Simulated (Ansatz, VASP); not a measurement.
# Fe3Ge: VASP beside Ansatz

```
Fe Ge
1.0
     0.00000    2.87559    2.87559
     2.87559    0.00000    2.87559
     2.87559    2.87559    0.00000
Fe Ge
3 1
Cartesian
  2.8756 2.8756 2.8756
  1.4378 1.4378 1.4378
  4.3134 4.3134 4.3134
  0.0000 0.0000 0.0000
```

Alike in both runs: task single point; functional PBEsol; k mesh 10 × 10 × 10; occupations gaussian, width 0.05 eV; non-collinear spin, spin-orbit coupling.

|  | VASP | Ansatz |
| --- | --- | --- |
| version | VASP 6.6.1 | Ansatz 0.2.0 |
| potentials or method | VASP PAW PBE potentials, release 64 (Fe, Ge_d), cutoff 520 eV | plane waves, PAW |
| valence electrons in the cell | 38 | 62 |

VASP gave:

```
pressure (GPa)           : -11.2
net moment per atom (μB) : 1.39
```

Problem. What did Ansatz give for the same quantities?

Solution. Pressure (GPa): -11.8; net moment per atom (μB): 1.36.

VASP's potentials were made for PBE, not for PBEsol. VASP's potentials hold 38 valence electrons a cell and Ansatz's 62, so a difference there can come from the potentials and not from the codes. Ansatz's warnings: stress scf threshold loose.
